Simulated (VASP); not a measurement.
ScBSbP3, 6 atoms in the cell. Symmetry: Cmmm, No. 65, orthorhombic system. The conventional cell has a = 4.930 Å, b = 9.976 Å, c = 5.703 Å, α = 90.00°, β = 90.00°, γ = 90.00°. Sc (site symmetry mmm) has 4 P at 2.47 to 2.69 Å and 2 Sb at 2.85 Å within 3.3 Å. Within 3.3 Å of B (site symmetry mmm) lie 2 Sb at 2.47 Å and 2 P at 2.85 Å. Sb (site symmetry mmm) has 2 B at 2.47 Å and 2 Sc at 2.85 Å within 3.3 Å. P (site symmetry mmm) has 2 P at 2.30 Å and 2 Sc at 2.47 Å and 2 B at 2.85 Å within 3.0 Å. Within 3.0 Å of P (site symmetry m2m) lie 3 P at 2.30 to 2.50 Å and 1 Sc at 2.69 Å. 

```yaml
Program: VASP 6.6.1
Task: single point
Functional: PBE
Potentials_or_basis: VASP PAW PBE potentials, release 64 (Sc_sv, B, Sb, P)
Cutoff: 520 eV
k_mesh: 8 × 8 × 8
Occupations: gaussian, width 0.1 eV
Spin: no spin polarisation
Dipole_correction: no
Further_INCAR_settings: ALGO = Normal; EDIFF = 1e-06; NBANDS = 26
```

Potentials or basis: VASP PAW PBE potentials, release 64 (Sc_sv, B, Sb, P).

Command:

```sh
$ cat potpaw_PBE.64/Sc_sv/POTCAR potpaw_PBE.64/B/POTCAR potpaw_PBE.64/Sb/POTCAR potpaw_PBE.64/P/POTCAR > POTCAR
$ mpirun -np 1 vasp_std > vasp.out
```

Hardware: 1 thread of Oxide Virtual Turin-like Processor (shared host).

Q: How long does it take, and how much memory?

A: Wall time 11 min on 1 thread of Oxide Virtual Turin-like Processor (shared host), peak memory 0.51 GiB. Counts: scf iterations 16, k points 105.
